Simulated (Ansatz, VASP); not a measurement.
## Ge2Cl: VASP beside Ansatz

```
Ge Cl
1.0
     4.23611    0.00000    0.00000
     0.00000    4.23611    0.00000
     0.00000    0.00000    7.28806
Ge Cl
4 2
Direct
  0.00000 0.00000 0.00000
  0.50000 0.50000 0.00000
  0.00000 0.50000 0.24984
  0.50000 0.00000 0.75016
  0.00000 0.50000 0.59406
  0.50000 0.00000 0.40594
```

Alike in both runs: functional PBE; k mesh 4 × 4 × 4; occupations gaussian, width 0.1 eV; no spin polarisation.

Ansatz relaxed the structure, and its values are those at the end. VASP's run is a single point on that final structure, the one shown.

```csv
,VASP,Ansatz
version,VASP 6.6.1,Ansatz 0.2.0
potentials or method,"VASP PAW PBE potentials, release 64 (Ge_d, Cl), cutoff 520 eV","scalar-relativistic, plane waves, PAW"
valence electrons in the cell,70,70
```

```csv
,VASP,Ansatz,Ansatz less VASP
gap on the k mesh at the Fermi level (eV),none,none,-
pressure (GPa),0.0,0.0,+0.03
rms of the force components (eV/Å),0.004,0.003,-0.0008
```

A gap of «none» marks a metal or a gap that the smearing closes. With one functional, cell and mesh, what is left measures potentials, basis and numerics.

The k mesh is coarse, so the values compare programs but aren't converged.
